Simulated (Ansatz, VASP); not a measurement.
## Two plane-wave programs on Ni

Contents of INCAR:

```
PREC = Accurate
ENCUT = 520
EDIFF = 1E-6
ISMEAR = -1
SIGMA = 1.0
LREAL = F
LASPH = T
NELM = 150
ALGO = Normal
ISIF = 2
LWAVE = F
LCHARG = F
ISPIN = 2
MAGMOM = 0.672
LORBIT = 11
LMAXMIX = 4
GGA = PE
NBANDS = 15
```

The input KPOINTS:

```
Automatic mesh
0
Gamma
  15 15 15
```

Contents of POSCAR:

```
Ni
1.0
    0.0000000000      1.7596893266      1.7596893266
    1.7596893266      0.0000000000      1.7596893266
    1.7596893266      1.7596893266      0.0000000000
Ni
1
Direct
    0.0000000000      0.0000000000      0.0000000000
```

Input for Ansatz:

```yaml
crystal:
  lattice:
    - [0.0, 1.7596893266, 1.7596893266]
    - [1.7596893266, 0.0, 1.7596893266]
    - [1.7596893266, 1.7596893266, 0.0]
  atoms:
    - { symbol: Ni, position: [0.0, 0.0, 0.0], spin: 0.672 }
hamiltonian:
  xc: pbe
  pseudopotentials:
    kind: paw
    azcp:
      Ni: "pseudopotentials/Ni.paw.azcp"
basis:
  ecutwfc: 420
  fft_grid_basis: typed
kpoints:
  mp_grid: { grid: [15, 15, 15], shift: [0, 0, 0] }
magnetization:
  spin_polarized: true
scf:
  occupations: { method: fermi_dirac, width: 1.0 }
  lower_state_search: "off"
output:
  stress: true
```

Alike in both runs: task single point; functional PBE; k mesh 15 × 15 × 15; occupations fermi-dirac, width 1 eV; collinear spin.

|  | VASP | Ansatz |
| --- | --- | --- |
| version | VASP 6.6.1 | Ansatz 0.2.0 |
| potentials or method | VASP PAW PBE potentials, release 64 (Ni), cutoff 520 eV | plane waves (420 eV) with PAW, scalar-relativistic |
| valence electrons in the cell | 10 | 18 |

```tsv
	VASP	Ansatz	Ansatz less VASP
pressure (GPa)	20.7	20.8	+0.13
net moment per atom (μB)	0.00	0.00	-0.001
```

VASP's potentials hold 10 valence electrons a cell and Ansatz's 18, so a difference there can come from the potentials and not from the codes. Ansatz's warnings: seeded moment not kept.
